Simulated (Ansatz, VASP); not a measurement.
## Two plane-wave programs on Ge

```xyz
2
Lattice="-2.4959 2.6641 1.4369 2.4959 -2.6641 1.4369 2.4959 2.6641 -1.4369" Properties=species:S:1:pos:R:3 pbc="T T T"
Ge    2.4959   -1.3321    1.2529
Ge    0.0000    3.9962    0.1841
```

Change from the starting cell: strain +0.0050 x Voigt [0, 1, 0, 0, 0, 0], atoms carried along.

Alike in both runs: task single point; functional PBEsol; k mesh 20 × 20 × 20; occupations gaussian, width 0.15 eV; no spin polarisation.

```csv
,VASP,Ansatz
version,VASP 6.6.1,Ansatz 0.2.0
potentials or method,"VASP PAW PBE potentials, release 64 (Ge_d), cutoff 520 eV","scalar-relativistic, plane waves, PAW"
valence electrons in the cell,28,28
```

|  | VASP | Ansatz | Ansatz less VASP |
| --- | --- | --- | --- |
| gap on the k mesh at the Fermi level (eV) | none | none | - |
| pressure (GPa) | -2.9 | -2.8 | +0.08 |
| traceless stress, the component that is largest in VASP (GPa) | -1.01 | -0.99 | +0.023 |
| rms of the force components (eV/Å) | 0.023 | 0.022 | -0.0004 |

VASP's potentials were made for PBE, not for PBEsol. Atom by atom the forces differ by 0.000 eV/Å (rms over components). A gap of «none» marks a metal or a gap that the smearing closes. The functional is the same, so the differences come from potentials, cutoffs and numerics.
